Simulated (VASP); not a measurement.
## Al17N18 (a cell with a defect): single point with PBEsol

The system is Al17N18 (a cell with a defect).

```
CELL_PARAMETERS angstrom
-4.67067 2.69661 4.98365
0.00000 -5.39323 4.98365
4.67067 2.69661 4.98365
ATOMIC_POSITIONS crystal
Al 0.72234 0.38726 0.39239
Al 0.05399 0.72550 0.72251
Al 0.05398 0.05563 0.39238
Al 0.39222 0.38727 0.72252
Al 0.72236 0.72549 0.05416
Al 0.72068 0.05395 0.72085
Al 0.05467 0.38794 0.05484
Al 0.39223 0.05561 0.05416
Al 0.77909 0.77491 0.44180
Al 0.11051 0.44379 0.44186
Al 0.44163 0.77491 0.77925
Al 0.44163 0.11237 0.44181
Al 0.77805 0.44427 0.77821
Al 0.11052 0.77496 0.11069
Al 0.11099 0.11133 0.77821
Al 0.44170 0.44381 0.11070
Al 0.77804 0.11132 0.11115
N 0.52922 0.86250 0.52939
N 0.84903 0.51504 0.51651
N 0.18176 0.84962 0.84920
N 0.18176 0.18232 0.51651
N 0.51635 0.51504 0.84921
N 0.84904 0.84962 0.18193
N 0.84892 0.18221 0.84910
N 0.18190 0.51518 0.18207
N 0.51634 0.18231 0.18193
N 0.59056 0.55583 0.22272
N 0.90474 0.23802 0.23881
N 0.22253 0.55581 0.59074
N 0.22256 0.92383 0.22271
N 0.57133 0.23789 0.57151
N 0.90475 0.57192 0.90491
N 0.90461 0.90462 0.57150
N 0.23865 0.23802 0.90492
N 0.57134 0.90460 0.90477
```

```yaml
Program: VASP 6.6.1
Task: single point
Functional: PBEsol
Potentials_or_basis: VASP PAW PBE potentials, release 64 (Al, N)
Cutoff: 520 eV
k_mesh: 2 × 2 × 2, shifted
Occupations: gaussian, width 0.02 eV
Spin: collinear spin
```

```yaml
Pressure: 1.9 GPa
Largest_force: 0.014 eV/Å
Band_gap_on_the_k_mesh: 0.60 eV
Net_moment: 3.00 μB per cell
Site_moments: Al -0.00; N +0.40, +0.02, -0.00, +0.01, +0.42, +0.06, +0.03 (each value once) μB
Valence_electrons_inside_the_program's_atomic_spheres: Al 0.83, 0.81, 0.82 (each value once); N 3.74, 3.85, 3.84 (each value once)
```

Forces on the atoms (eV/Å):
```
Al  -0.005 -0.008 -0.001
Al  -0.005  0.013 -0.003
Al  -0.013  0.001  0.001
Al   0.006 -0.008 -0.002
Al   0.007  0.012 -0.004
Al   0.000  0.004 -0.009
Al  -0.001 -0.001  0.001
Al   0.011 -0.001  0.001
Al  -0.004  0.001  0.007
Al  -0.004  0.004  0.006
Al   0.004  0.002  0.008
Al   0.000 -0.010  0.009
Al   0.001 -0.009 -0.006
Al  -0.001  0.003  0.011
Al  -0.008  0.002  0.001
Al   0.004  0.003  0.004
Al   0.008  0.002  0.002
N    0.000  0.000  0.002
N    0.001  0.007 -0.003
N    0.006 -0.005 -0.003
N    0.008 -0.003 -0.004
N   -0.002  0.007 -0.004
N   -0.006 -0.006 -0.004
N   -0.001 -0.001 -0.004
N    0.001 -0.001  0.000
N   -0.008 -0.003 -0.003
N    0.003 -0.003  0.000
N    0.005  0.002  0.002
N   -0.004 -0.003  0.001
N    0.002  0.003 -0.001
N    0.000  0.003 -0.003
N    0.000 -0.006  0.002
N    0.002 -0.002 -0.005
N   -0.005  0.002  0.001
N   -0.003 -0.002 -0.003
```

Stress tensor (GPa, compression positive):
```
2.01 0.00 0.00
0.00 2.01 0.00
0.00 0.00 1.75
```

Levels at points of the mesh, in eV from the valence-band top:
Spin up:
```
           k point  band 70  band 71  band 72  band 73  band 74  band 75
(0.25, 0.25, 0.25)    -0.37    -0.08    -0.08     5.28     5.83     5.83
```
Spin down:
```
           k point  band 65  band 66  band 67  band 68  band 69  band 70  band 71  band 72  band 73  band 74
(0.25, 0.25, 0.25)    -0.51    -0.40    -0.31    -0.23    -0.23     0.83     1.10     1.10     5.35     5.87
```

Wall time 16 min on 1 thread of Oxide Virtual Turin-like Processor, on a shared host, peak memory 0.61 GiB.

Caveat: the PAW data sets were made with another functional, which shifts forces and pressure a little.
